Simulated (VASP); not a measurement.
Runs of VASP 6.6.1 on Pd. The structure is that of space group Fd-3m (No. 227), or close to it. The cells are those of the table. This isn't the form of Pd at room conditions, which is fcc.

```tsv
cell	gap on the mesh (eV)	pressure (GPa)	moment (μB)
a = 4.094 Å, angles 60.0°, 2 atoms	none	(b)	(a)
a = 4.037 Å, angles 60.0°, 2 atoms	none	5.8	0.97
a = 4.205 Å, angles 60.0°, 2 atoms	none	(c)	0.92
a = 4.150 Å, angles 60.0°, 2 atoms	none	-0.2	0.94
a = 4.258 Å, angles 60.0°, 2 atoms	none	-3.7	0.90
```

Alike in all rows: task single point; level revPBE; potentials or basis VASP PAW PBE potentials, release 64 (Pd); spin collinear; k mesh 11 × 11 × 11; cutoff (eV) 520; smearing fermi-dirac 0.05 eV.

**Question.** Fill in the values left out.

**Answer.** (a) 0.95; (b) 2.4; (c) -2.2.

Caveats: the PAW data sets were made with another functional, which shifts forces and pressure a little; the cell stands under pressure (at least some runs); the cell stands under tension (at least some runs).

A k mesh can miss the band edges, and the runs leave out spin-orbit coupling on Pd.

A gap of «none» marks levels without a gap at the run's occupations.
